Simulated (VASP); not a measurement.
# YbNb2W3 (P6/mmm) in VASP: single point with PBE

Aim: the single point of YbNb2W3 with PBE.

Program: VASP 6.6.1. These are calculated values, not measurements. Logs are shortened: lines on timing, memory, paths and dates and some standing lists are left out, and cuts for length are marked.

**1. The cell of the first run**

The structure is hexagonal, space group P6/mmm (No. 191). The conventional cell has a = 8.607 Å, b = 8.607 Å, c = 2.639 Å, α = 90.00°, β = 90.00°, γ = 120.00°. Yb (site symmetry 6/mmm) has 2 Yb at 2.64 Å within 3.5 Å. Nb (site symmetry -6m2) has 3 W at 2.48 Å and 2 Nb at 2.64 Å within 3.3 Å. W (site symmetry mmm) has 2 Nb at 2.48 Å and 2 W at 2.64 Å within 3.3 Å.

The cell was built from a structure type or drawn by symmetry, and may not be a known phase.

**2. Single point, PBE, collinear spin, ferromagnetic start**

The input, INCAR:

```
  ALGO = Normal
  EDIFF = 1E-6
  ENCUT = 600
  GGA = PE
  GGA_COMPAT = F
  ISIF = 2
  ISMEAR = 0
  ISPIN = 2
  LASPH = T
  LCHARG = F
  LMAXMIX = 6
  LORBIT = 11
  LREAL = F
  LWAVE = F
  MAGMOM = 1 1 1 0 0 0
  NBANDS = 59
  NELM = 200
  PREC = Accurate
  SIGMA = 0.1
```

The input, KPOINTS:

```
k-points
0
Gamma
  3 3 6
```

The input, POSCAR:

```
YbNb2W3
1.0
    8.6074105076      0.0000000000      0.0000000000
   -4.3037052538      7.4542361604      0.0000000000
    0.0000000000      0.0000000000      2.6386482821
Yb Nb W
1 2 3
Direct
    0.0000000000      0.0000000000      0.5000000000
    0.3333333333      0.6666666667      0.0000000000
    0.6666666667      0.3333333333      0.0000000000
    0.5000000000      0.0000000000      0.0000000000
    0.0000000000      0.5000000000      0.0000000000
    0.5000000000      0.5000000000      0.0000000000
```

Potentials or basis: VASP PAW PBE potentials, release 64 (Yb, Nb_sv, W_sv).

Started as:

```bash
$ cat potpaw_PBE.64/Yb/POTCAR potpaw_PBE.64/Nb_sv/POTCAR potpaw_PBE.64/W_sv/POTCAR > POTCAR
$ mpirun -np 1 vasp_std > vasp.out
```

OUTCAR:

```text
EDIFF = 1E-6
   ENCUT = 600
   GGA = PE
   ISIF = 2
   ISMEAR = 0
   ISPIN = 2
   LASPH = T
   LORBIT = 11
   LREAL = F
   NELM = 200
   PREC = Accurate

 ion  position               nearest neighbor table
   1  0.000  0.000  0.500-
   2  0.333  0.667  0.000-   5 2.48   4 2.48   6 2.48
   3  0.667  0.333  0.000-   5 2.48   4 2.48   6 2.48
   4  0.500  0.000  0.000-   2 2.48   3 2.48
   5  0.000  0.500  0.000-   2 2.48   3 2.48
   6  0.500  0.500  0.000-   2 2.48   3 2.48

  LATTYP: Found a hexagonal cell.
 ALAT       =     8.6074105076
 C/A-ratio  =     0.3065554129

  Lattice vectors:

 A1 = (   8.6074105076,   0.0000000000,   0.0000000000)
 A2 = (  -4.3037052538,   7.4542361604,   0.0000000000)
 A3 = (   0.0000000000,   0.0000000000,   2.6386482821)

Analysis of symmetry for initial positions (statically):
=====================================================================
 Subroutine PRICEL returns:
 Original cell was already a primitive cell.

 Routine SETGRP: Setting up the symmetry group for a
 hexagonal supercell.

 Subroutine GETGRP returns: Found 24 space group operations
 (whereof 24 operations were pure point group operations)
 out of a pool of 24 trial point group operations.

The static configuration has the point symmetry D_6h.

Analysis of symmetry for dynamics (positions and initial velocities):
=====================================================================
 Subroutine PRICEL returns:
 Original cell was already a primitive cell.

 Routine SETGRP: Setting up the symmetry group for a
 hexagonal supercell.

 Subroutine GETGRP returns: Found 24 space group operations
 (whereof 24 operations were pure point group operations)
 out of a pool of 24 trial point group operations.

The dynamic configuration has the point symmetry D_6h.

Analysis of structural, dynamic, and magnetic symmetry:
=====================================================================
 Subroutine PRICEL returns:
 Original cell was already a primitive cell.

 Routine SETGRP: Setting up the symmetry group for a
 hexagonal supercell.

 Subroutine GETGRP returns: Found 24 space group operations
[... 128 lines left out ...]
   LRPA    =     F    only Hartree local field effects (RPA)
 spin polarized calculation
 Gauss-broadening in eV      SIGMA  =   0.10
  energy-cutoff  :      600.00
  volume of cell :      169.30
 maximum number of plane-waves:      5675
 NGX is ok and might be reduce to    70
   NGX = 35   NGY = 35   NGZ = 11

 number of electron      92.0000009 magnetization      -0.0029931

 number of electron      92.0000009 magnetization       0.2157419

 Free energy of the ion-electron system (eV)
  ---------------------------------------------------
  ext. energy  EPLUGINS =         0.00000000
  ---------------------------------------------------
  free energy    TOTEN  =       -49.45376223 eV

  energy without entropy =      -49.40880870  energy(sigma->0) =      -49.43128547

 E-fermi :   4.6932     XC(G=0):  -9.9813

 val. band max:        4.6888003555   @ k =   0.3333  -0.0000   0.1667
 cond. band min:       4.6975722882   @ k =   0.0000   0.0000   0.5000
 fundamental gap:      0.0087719327
 Fermi energy:         4.6931982563

 spin component 1

 k-point     1 :       0.0000    0.0000    0.0000
  band No.  band energies     occupation
      1     -69.0262      1.00000
      2     -69.0256      1.00000
      3     -69.0256      1.00000
      4     -49.8484      1.00000
      5     -49.8373      1.00000
      6     -47.5550      1.00000
[... 721 lines left out ...]
     57       8.5200      0.00000
     58       8.5200      0.00000
 Fermi energy:         4.6931982563

 spin component 2

 k-point     1 :       0.0000    0.0000    0.0000
  band No.  band energies     occupation
      1     -69.0439      1.00000
      2     -69.0434      1.00000
      3     -69.0434      1.00000
      4     -49.7511      1.00000
      5     -49.7400      1.00000
      6     -47.5543      1.00000
[... 721 lines left out ...]
     57       8.5502      0.00000
     58       8.5502      0.00000
 [bands above 58 left out]

------------------------ aborting loop because EDIFF is reached ----------------------------------------

  FORCE on cell =-STRESS in cart. coord.  units (eV):
  Direction    XX          YY          ZZ          XY          YZ          ZX
  --------------------------------------------------------------------------------------
  -------------------------------------------------------------------------------------
  Total        0.3590667      0.3590667      0.3366808      0.0000000      0.0000000      0.0000000
  in kB        3.3980407      3.3980407      3.1861906      0.0000000      0.0000000      0.0000000
  external PRESSURE =       3.3274240 kB  Pullay stress =       0.0000000 kB

 VOLUME and BASIS-vectors are now :
 -----------------------------------------------------------------------------
  energy-cutoff  :      600.00
  volume of cell :      169.30
      direct lattice vectors                 reciprocal lattice vectors
     8.607410508  0.000000000  0.000000000     0.116178960  0.067075954  0.000000000
    -4.303705254  7.454236160  0.000000000     0.000000000  0.134151908  0.000000000
     0.000000000  0.000000000  2.638648282     0.000000000  0.000000000  0.378981923

 POSITION                                       TOTAL-FORCE (eV/Angst)
 -----------------------------------------------------------------------------------
      0.00000      0.00000      1.31932         0.000000      0.000000      0.000000
     -0.00000      4.96949      0.00000        -0.000000      0.000000     -0.000000
      4.30371      2.48475      0.00000         0.000000      0.000000      0.000000
      4.30371      0.00000      0.00000        -0.000000      0.000000      0.000000
     -2.15185      3.72712      0.00000        -0.000000      0.000000      0.000000
      2.15185      3.72712      0.00000         0.000000      0.000000      0.000000
 -----------------------------------------------------------------------------------
    total drift:                                0.000000     -0.000000     -0.000000

  FREE ENERGIE OF THE ION-ELECTRON SYSTEM (eV)
  ---------------------------------------------------
  free  energy   TOTEN  =       -49.4537622303 eV

  energy  without entropy=      -49.4088087023  energy(sigma->0) =      -49.43128547

 total charge

# of ion       s       p       d       f       tot
--------------------------------------------------
    1        2.184   5.934   0.507  13.660  22.285
    2        2.249   5.981   2.760   0.000  10.991
    3        2.249   5.981   2.760   0.000  10.991
    4        2.443   6.121   3.509   0.000  12.074
    5        2.443   6.121   3.509   0.000  12.074
    6        2.443   6.121   3.509   0.000  12.074
--------------------------------------------------
tot         14.013  36.260  16.556  13.660  80.489

 magnetization (x)

# of ion       s       p       d       f       tot
--------------------------------------------------
    1        0.002   0.001   0.002  -0.003   0.001
    2        0.007   0.005   0.143   0.000   0.155
    3        0.007   0.005   0.143   0.000   0.155
    4       -0.003   0.005  -0.039   0.000  -0.038
    5       -0.003   0.005  -0.039   0.000  -0.038
    6       -0.003   0.005  -0.039   0.000  -0.038
--------------------------------------------------
tot          0.006   0.025   0.169  -0.003   0.197
```

stdout:

```text
POSCAR found type information on POSCAR YbNbW
 POSCAR found :  3 types and       6 ions
 scaLAPACK will be used
 LDA part: xc-table for (Slater+PW92), standard interpolation
 POSCAR, INCAR and KPOINTS ok, starting setup
 FFT: planning ... GRIDC
 FFT: planning ... GRID_SOFT
 FFT: planning ... GRID
 WAVECAR not read
 entering main loop
```

It took 1.6 h on 1 thread of Intel Xeon 8259CL, shared host; peak memory 0.61 GiB.

Results:

```
Free energy                                           : -49.4538 eV
Pressure                                              : 0.3 GPa
Net moment                                            : 0.22 μB per cell
Site moments                                          : Yb +0.00; Nb +0.15; W -0.04 μB
Valence electrons inside the program's atomic spheres : Yb 22.29; Nb 10.99; W 12.07
```

Caveat: the k points lie up to 0.40 Å⁻¹ apart; spin-orbit coupling is left out, which moves the levels of the heavy elements.
